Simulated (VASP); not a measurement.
# HC4 in VASP: a series of runs

Runs on HC4. Level: PBE+D3(BJ). Tasks: single point.

All numbers are computed with VASP 6.6.1; they aren't measurements. Logs are shortened: lines on timing, memory, paths and dates and some standing lists are left out, and cuts for length are marked.

## Step 1: The cell of the first run

The cell holds a slab with vacuum, 10 atoms: a = 4.931 Å, b = 4.931 Å, c = 18.000 Å, α = 90.00°, β = 90.00°, γ = 120.00°.

## Step 2: Single point, PBE+D3(BJ)

Contents of INCAR:

```
SYSTEM = HC4
ALGO = Normal ; DIPOL = 0.5 0.5 0.241
EDIFF = 1E-6 ; ENCUT = 520
GGA = PE ; IDIPOL = 3
ISIF = 2 ; ISMEAR = 0
IVDW = 12 ; LASPH = .True.
LCHARG = .False. ; LDIPOL = .True.
LREAL = .False. ; LWAVE = .False.
NBANDS = 28 ; NELM = 60
PREC = Accurate ; SIGMA = 0.1
```

Contents of KPOINTS:

```
k-points
0
Gamma
  6 6 1
  0 0 0
```

Contents of POSCAR:

```
HC4
1.0
    4.9314011428      0.0000000001      0.0000000000
   -2.4657005715      4.2707186659      0.0000000000
    0.0000000000      0.0000000000     18.0000000000
C H
8 2
Direct
    0.1666666667      0.3333333333      0.2222222222
    0.1666666667      0.8333333333      0.2222222222
    0.6666666667      0.3333333333      0.2222222222
    0.6666666667      0.8333333333      0.2222222222
    0.3333333333      0.1666666667      0.2222222222
    0.3333333333      0.6666666667      0.2222222222
    0.8333333333      0.1666666667      0.2222222222
    0.8333333333      0.6666666667      0.2222222222
    0.0233897705      0.0233921815      0.3183333333
    0.4766102295      0.4766078185      0.3183333333
```

Potentials or basis: VASP PAW PBE potentials, release 64 (C, H).

Command:

```bash
$ cat potpaw_PBE.64/C/POTCAR potpaw_PBE.64/H/POTCAR > POTCAR
$ mpirun -np 1 vasp_std > vasp.out
```

OUTCAR:

```text
SYSTEM = HC4
   EDIFF = 1E-6
   ENCUT = 520
   GGA = PE
   ISIF = 2
   ISMEAR = 0
   IVDW = 12
   LASPH = .True.
   LREAL = .False.
   NELM = 60
   PREC = Accurate
 IVDW          = 12

 ion  position               nearest neighbor table
   1  0.167  0.333  0.222-   5 1.42   7 1.42   6 1.42
   2  0.167  0.833  0.222-   6 1.42   8 1.42   5 1.42
   3  0.667  0.333  0.222-   7 1.42   5 1.42   8 1.42
   4  0.667  0.833  0.222-   8 1.42   6 1.42   7 1.42
   5  0.333  0.167  0.222-   1 1.42   3 1.42   2 1.42
   6  0.333  0.667  0.222-   2 1.42   4 1.42   1 1.42
   7  0.833  0.167  0.222-   3 1.42   1 1.42   4 1.42
   8  0.833  0.667  0.222-   4 1.42   2 1.42   3 1.42
   9  0.023  0.023  0.318-
  10  0.477  0.477  0.318-

  LATTYP: Found a hexagonal cell.
 ALAT       =     4.9314011428
 C/A-ratio  =     3.6500782392

  Lattice vectors:

 A1 = (   4.9314011428,   0.0000000001,   0.0000000000)
 A2 = (  -2.4657005715,   4.2707186659,   0.0000000000)
 A3 = (   0.0000000000,   0.0000000000,  18.0000000000)

Analysis of symmetry for initial positions (statically):
=====================================================================
 Subroutine PRICEL returns:
 Original cell was already a primitive cell.

 Routine SETGRP: Setting up the symmetry group for a
 hexagonal supercell.

 Subroutine GETGRP returns: Found  4 space group operations
 (whereof  2 operations were pure point group operations)
 out of a pool of 24 trial point group operations.

The static configuration has the point symmetry C_1h.
 The point group associated with its full space group is C_2v.

Analysis of symmetry for dynamics (positions and initial velocities):
=====================================================================
 Subroutine PRICEL returns:
 Original cell was already a primitive cell.

 Routine SETGRP: Setting up the symmetry group for a
 hexagonal supercell.

 Subroutine GETGRP returns: Found  4 space group operations
 (whereof  2 operations were pure point group operations)
 out of a pool of 24 trial point group operations.

The dynamic configuration has the point symmetry C_1h.
 The point group associated with its full space group is C_2v.

 Subroutine INISYM returns: Found  4 space group operations
 (whereof  2 operations are pure point group operations),
 and found     1 'primitive' translations

----------------------------------------------------------------------------------------

                                     Primitive cell

[... 111 lines left out ...]
   IALGO  =     38    algorithm
   IMIX   =      4    mixing-type and parameters
     AMIX     =   0.40;   BMIX     =  1.00
     AMIX_MAG =   1.60;   BMIX_MAG =  1.00
  volume/ion in A,a.u.               =      37.91       255.82
  Fermi-wavevector in a.u.,A,eV,Ry     =   0.732802  1.384795  7.306308  0.536999
  Thomas-Fermi vector in A             =   1.825354
   LORBIT       =      0    0 simple, 1 ext, 2 COOP (PROOUT), +10 PAW based schemes
   GGA     = PE    functional components
   LHFCALC =     F    Hartree Fock is set to
   AEXX    =    0.0000 exact exchange contribution
   IVDW    =    12    specifies the selected vdW correction
   LEPSILON=     F    determine dielectric tensor
   LRPA    =     F    only Hartree local field effects (RPA)
 non-spin polarized calculation
 Gauss-broadening in eV      SIGMA  =   0.10
  energy-cutoff  :      520.00
  volume of cell :      379.09
 maximum number of plane-waves:     10258
 NGX is ok and might be reduce to    40
   NGX = 19   NGY = 19   NGZ = 67

 dipolmoment           0.000000      0.000000     -0.016837 electrons x Angstroem

 number of electron      33.9999997 magnetization

 dipolmoment           0.000000      0.000000      0.186108 electrons x Angstroem

 Free energy of the ion-electron system (eV)
  ---------------------------------------------------
  ext. energy  EPLUGINS =         0.00000000
  ---------------------------------------------------
  free energy    TOTEN  =       -74.62663518 eV

  energy without entropy =      -74.61412710  energy(sigma->0) =      -74.62038114

 E-fermi :  -3.3308     XC(G=0):  -2.8117

 val. band max:       -3.3504496799   @ k =   0.3333   0.3333   0.0000
 cond. band min:      -3.2658230074   @ k =   0.5000   0.0000   0.0000
 fundamental gap:      0.0846266725
 Fermi energy:        -3.3308277498

 k-point     1 :       0.0000    0.0000    0.0000
  band No.  band energies     occupation
      1     -22.8819      2.00000
      2     -17.6796      2.00000
      3     -17.6071      2.00000
      4     -17.5444      2.00000
      5     -16.6626      2.00000
      6     -16.6062      2.00000
[... 392 lines left out ...]
     27       4.5253      0.00000
     28       4.5669      0.00000

------------------------ aborting loop because EDIFF is reached ----------------------------------------

 vacuum level on the upper side and lower side of the slab       (xc-potential included)         0.769        -0.785

 Edisp (eV)   -0.91028

 E8    (eV) :    -0.2706

  FORCE on cell =-STRESS in cart. coord.  units (eV):
  Direction    XX          YY          ZZ          XY          YZ          ZX
  --------------------------------------------------------------------------------------
  -------------------------------------------------------------------------------------
  Total       0.51713    -2.57754     3.59933    -2.68006     0.00000     0.00000
  in kB       2.18557   -10.89363    15.21209   -11.32692     0.00000     0.00000
  external pressure =        2.17 kB  Pullay stress =        0.00 kB

 VOLUME and BASIS-vectors are now :
 -----------------------------------------------------------------------------
  energy-cutoff  :      520.00
  volume of cell :      379.09
      direct lattice vectors                 reciprocal lattice vectors
     4.931401143  0.000000000  0.000000000     0.202782124  0.117076314  0.000000000
    -2.465700572  4.270718666  0.000000000    -0.000000000  0.234152628  0.000000000
     0.000000000  0.000000000 18.000000000     0.000000000  0.000000000  0.055555556

 POSITION                                       TOTAL-FORCE (eV/Angst)
 -----------------------------------------------------------------------------------
      0.00000      1.42357      4.00000        -0.466782      0.269497     -0.506457
     -1.23285      3.55893      4.00000         0.080762      0.053964     -0.283800
      2.46570      1.42357      4.00000        -0.006354     -0.096924     -0.283800
      1.23285      3.55893      4.00000        -0.262873      0.151770      0.017628
      1.23285      0.71179      4.00000         0.466782     -0.269497     -0.506457
     -0.00000      2.84715      4.00000        -0.080762     -0.053964     -0.283800
      3.69855      0.71179      4.00000         0.006354      0.096924     -0.283800
      2.46570      2.84715      4.00000         0.262873     -0.151770      0.017628
      0.05767      0.09990      5.73000         0.395030      0.684212      1.056429
      1.17518      2.03546      5.73000        -0.395030     -0.684212      1.056429
 -----------------------------------------------------------------------------------
    total drift:                               -0.004699      0.008120      0.000334

  FREE ENERGIE OF THE ION-ELECTRON SYSTEM (eV)
  ---------------------------------------------------
  free  energy   TOTEN  =       -75.5369124009 eV

  energy  without entropy=      -75.5244043181  energy(sigma->0) =      -75.53065836

 vacuum level on the upper side and lower side of the slab         2.735         1.133
```

Run time: 5.4 min. Hardware: 1 thread of Intel Xeon 6975P-C (Granite Rapids), shared host; peak memory 0.53 GiB.

What came out:

```
Free energy                : -75.5369 eV
Largest force              : 1.319 eV/Å
Band gap on the k mesh     : zero (bands 17 and 18 overlap by 0.58 eV)
Dispersion energy per atom : -0.091 eV
```

Forces on the atoms (eV/Å):
```
C   -0.467  0.269 -0.506
C    0.081  0.054 -0.284
C   -0.006 -0.097 -0.284
C   -0.263  0.152  0.018
C    0.467 -0.269 -0.506
C   -0.081 -0.054 -0.284
C    0.006  0.097 -0.284
C    0.263 -0.152  0.018
H    0.395  0.684  1.056
H   -0.395 -0.684  1.056
```

## Step 3: Single point, PBE+D3(BJ)

Contents of INCAR:

```
SYSTEM = HC4
  ALGO = Normal
  DIPOL = 0.5 0.5 0.231
  EDIFF = 1E-6
  ENCUT = 520
  GGA = PE
  IDIPOL = 3
  ISIF = 2
  ISMEAR = 0
  IVDW = 12
  LASPH = .TRUE.
  LCHARG = .TRUE.
  LDIPOL = .TRUE.
  LELF = .TRUE.
  LREAL = .FALSE.
  LVACPOTAV = .TRUE.
  LVHAR = .TRUE.
  LWAVE = .FALSE.
  NBANDS = 28
  NELM = 60
  PREC = Accurate
  SIGMA = 0.1
```

Contents of KPOINTS:

```
k-points
0
G
  6 6 1
  0 0 0
```

Changes to POSCAR since step 2:

```diff
@@ -16,3 +16,3 @@
     0.8333333333      0.6666666667      0.2222222222
-    0.0233897705      0.0233921815      0.3183333333
-    0.4766102295      0.4766078185      0.3183333333
+    0.1840954590      0.1840961602      0.2650000000
+    0.3159045410      0.3159038398      0.2650000000
```

Potentials or basis: VASP PAW PBE potentials, release 64 (C, H).

Command:

```bash
$ cat potpaw_PBE.64/C/POTCAR potpaw_PBE.64/H/POTCAR > POTCAR
$ mpirun -np 1 vasp_std > vasp.out
```

It took 5.6 min on 1 thread of Intel Xeon 6975P-C (Granite Rapids), shared host; peak memory 0.53 GiB.

It converged, with:

```yaml
Free_energy: -69.5571 eV
Largest_force: 14.572 eV/Å
Band_gap_on_the_k_mesh: zero (bands 17 and 18 overlap by 0.61 eV)
Dispersion_energy_per_atom: -0.081 eV
```

Forces in eV/Å, atoms in the order of the input:
```
C    -8.410   4.856  -7.742
C    -0.213  -2.044  -0.287
C     1.664   1.206  -0.287
C    -0.350   0.202  -0.151
C     8.410  -4.856  -7.742
C     0.213   2.044  -0.287
C    -1.664  -1.206  -0.287
C     0.350  -0.202  -0.151
H    -5.929 -10.270   8.468
H     5.929  10.270   8.468
```

Levels at points of the mesh, in eV from the Fermi level:
```
           k point  band 14  band 15  band 16  band 17  band 18  band 19  band 20  band 21
(0.00, 0.00, 0.00)    -4.39    -4.31    -3.36    -0.55    -0.30    -0.21     1.24     2.75
(0.50, 0.00, 0.00)    -5.94    -4.62    -4.52     0.07     0.91     2.69     3.46     4.09
(0.50, 0.50, 0.00)    -6.30    -5.00    -3.92     0.32     1.66     2.21     3.65     3.90
```

## Step 4: Single point, PBE+D3(BJ)

Contents of INCAR:

```
SYSTEM = HC4
PREC = Accurate ; ENCUT = 520
EDIFF = 1E-6 ; ISMEAR = 0
SIGMA = 0.1 ; LREAL = .FALSE.
LASPH = .TRUE. ; NELM = 60
ALGO = Normal ; ISIF = 2
LWAVE = .FALSE. ; LCHARG = .TRUE.
LDIPOL = .TRUE. ; IDIPOL = 3
DIPOL = 0.5 0.5 0.256 ; GGA = PE
IVDW = 12 ; LELF = .TRUE.
LVHAR = .TRUE. ; LVACPOTAV = .TRUE.
NBANDS = 28
```

Contents of KPOINTS:

```
regular mesh
0
G
  6 6 1
  0 0 0
```

Changes to POSCAR since step 3:

```diff
@@ -16,3 +16,3 @@
     0.8333333333      0.6666666667      0.2222222222
-    0.1840954590      0.1840961602      0.2650000000
-    0.3159045410      0.3159038398      0.2650000000
+    0.1840954590      0.1840961602      0.3888888889
+    0.3159045410      0.3159038398      0.3888888889
```

Command:

```bash
$ cat potpaw_PBE.64/C/POTCAR potpaw_PBE.64/H/POTCAR > POTCAR
$ mpirun -np 1 vasp_std > vasp.out
```

It took 5.8 min on 1 thread of Intel Xeon 6975P-C (Granite Rapids), shared host; peak memory 0.53 GiB.

It converged, with:

```yaml
Free_energy: -81.1066 eV
Largest_force: 4.868 eV/Å
Band_gap_on_the_k_mesh: zero (filled and empty bands touch)
Dispersion_energy_per_atom: -0.077 eV
```

Forces in eV/Å, atoms in the order of the input:
```
C    0.003 -0.002 -0.042
C    0.001  0.018  0.004
C   -0.015 -0.010  0.004
C   -0.006  0.003  0.015
C   -0.003  0.002 -0.042
C   -0.001 -0.018  0.004
C    0.015  0.010  0.004
C    0.006 -0.003  0.015
H   -2.434 -4.216  0.018
H    2.434  4.216  0.018
```

Levels at points of the mesh, in eV from the Fermi level:
| k point | band 13 | band 14 | band 15 | band 16 | band 17 | band 18 | band 19 | band 20 | band 21 | band 22 |
| --- | --- | --- | --- | --- | --- | --- | --- | --- | --- | --- |
| (0.00, 0.00, 0.00) | -3.04 | -3.04 | -2.36 | -2.36 | -2.35 | 1.66 | 1.68 | 1.68 | 3.51 | 4.03 |
| (0.50, 0.00, 0.00) | -5.77 | -5.06 | -5.05 | -2.74 | -2.73 | 2.81 | 2.82 | 4.09 | 5.53 | 5.70 |
| (0.50, 0.50, 0.00) | -5.78 | -5.05 | -5.05 | -2.74 | -2.73 | 2.81 | 2.82 | 4.53 | 5.53 | 5.74 |

## Step 5: Overview

```tsv
cell	gap on the mesh (eV)	largest force (eV/Å)
as given, atomic positions A	none	1.32
as given, atomic positions B	none	14.57
as given, atomic positions C	none	4.87
```

Alike in all rows: task single point; level PBE+D3(BJ); potentials or basis VASP PAW PBE potentials, release 64 (C, H); no spin polarisation; k mesh 6 × 6 × 1; cutoff (eV) 520; smearing gaussian 0.1 eV.

Total energies depend on the potentials used, so only differences within one code and one set of settings carry meaning.

The gap in the log of VASP goes by the Fermi energy; the results here count the filled bands.